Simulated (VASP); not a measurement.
A run of VASP 6.6.1 is set up as follows.

Contents of INCAR:

```
SYSTEM = W4O
PREC     = Accurate       ! precision mode
ENCUT    = 520            ! plane-wave cutoff, eV
EDIFF    = 1E-7           ! SCF threshold, eV
ISMEAR   = 0              ! smearing method
SIGMA    = 0.1            ! smearing width, eV
LREAL    = .False.        ! projectors in reciprocal space
LASPH    = .True.         ! aspherical terms in the spheres
NELM     = 60             ! most SCF steps
ALGO     = Fast           ! electronic algorithm
ISIF     = 2              ! what is computed and relaxed
LWAVE    = .False.        ! write WAVECAR
LCHARG   = .False.        ! write CHGCAR
LDIPOL   = .True.       
IDIPOL   = 3            
DIPOL    = 0.5 0.5 0.348
GGA      = PE             ! functional
IBRION   = 2              ! ionic algorithm
NSW      = 36             ! ionic steps
EDIFFG   = -0.025         ! ionic threshold
```

File KPOINTS:

```
Automatic mesh
0
Gamma
  8 8 1
  0 0 0
```

Contents of POSCAR:

```
W4O
1.0
    3.1836991688      0.0000000000      0.0000000000
    0.0000000000      3.1836991688      0.0000000000
    0.0000000000      0.0000000000     20.1425775749
W O
4 1
Selective dynamics
Direct
    0.5000000000      0.5000000000      0.1985843165  F F F
    0.0000000000      0.0000000000      0.2776134069  F F F
    0.5000000000      0.5000000000      0.3599451800  F F F
    0.0000000000      0.0000000000      0.4290700901  F F F
    0.2500000000      0.5000000000      0.4771685809  F F T
```

Potentials or basis: VASP PAW PBE potentials, release 64 (W_sv, O).

Command:

```bash
$ cat potpaw_PBE.64/W_sv/POTCAR potpaw_PBE.64/O/POTCAR > POTCAR
$ mpirun -np 1 vasp_std > vasp.out
```

Problem. Estimate the energy gained by relaxing.

Solution. 1.4 meV/atom.

Problem. Predict the band gap on the k mesh.

Solution. Zero (bands 31 and 32 overlap by 1.54 eV).

Final structure:
```cif
data_structure
_symmetry_space_group_name_H-M 'P 1'
_symmetry_Int_Tables_number 1
_cell_length_a 3.1837
_cell_length_b 3.1837
_cell_length_c 20.1426
_cell_angle_alpha 90.000
_cell_angle_beta 90.000
_cell_angle_gamma 90.000
_cell_volume 204.16
loop_
_atom_site_label
_atom_site_type_symbol
_atom_site_fract_x
_atom_site_fract_y
_atom_site_fract_z
_atom_site_occupancy
W1 W 0.50000 0.50000 0.19858 1
W2 W 0.00000 0.00000 0.27761 1
W3 W 0.50000 0.50000 0.35995 1
W4 W 0.00000 0.00000 0.42907 1
O1 O 0.25000 0.50000 0.47898 1
```

Caveat: spin-orbit coupling is left out, which moves the levels of the heavy elements.
